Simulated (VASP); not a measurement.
Wanted: the native input for a VASP 6.6.1 run.

```
Task                   : single point
Functional             : PBE
Potentials or basis    : VASP PAW PBE potentials, release 64 (Ag)
Cutoff                 : 520 eV
k mesh                 : 16 × 16 × 16
Occupations            : fermi-dirac, width 0.1 eV
Spin                   : no spin polarisation
Dipole correction      : no
Further INCAR settings : ALGO = Normal; EDIFF = 1e-07; NBANDS = 12
```

The structure of Ag lies in POSCAR:

```
Ag
1.0
    0.0000000000      1.9570269915      1.9570269915
    1.9570269915      0.0000000000      1.9570269915
    1.9570269915      1.9570269915      0.0000000000
Ag
1
Direct
    0.0000000000      0.0000000000      0.0000000000
```

This cell differs from its parent crystal: volume scaled by 0.84.

The input as run:

INCAR

```
SYSTEM = Ag
PREC     = Accurate       ! precision mode
ENCUT    = 520            ! plane-wave cutoff, eV
EDIFF    = 1E-7           ! SCF threshold, eV
ISMEAR   = -1             ! smearing method
SIGMA    = 0.1            ! smearing width, eV
LREAL    = .FALSE.        ! projectors in reciprocal space
LASPH    = .TRUE.         ! aspherical terms in the spheres
NELM     = 100            ! most SCF steps
ALGO     = Normal         ! electronic algorithm
ISIF     = 2              ! what is computed and relaxed
LWAVE    = .FALSE.        ! write WAVECAR
LCHARG   = .FALSE.        ! write CHGCAR
GGA      = PE             ! functional
NBANDS   = 12             ! bands
```

KPOINTS

```
regular mesh
0
G
  16 16 16
  0 0 0
```

Potentials or basis: VASP PAW PBE potentials, release 64 (Ag).

Run with:

```console
$ cat potpaw_PBE.64/Ag/POTCAR > POTCAR
$ mpirun -np 1 vasp_std > vasp.out
```

It gave:

```yaml
Pressure: 25.9 GPa
```

Run time: 18 s on 1 thread of AMD EPYC 9R14 (Zen 4), on a shared host, peak memory 0.13 GiB.
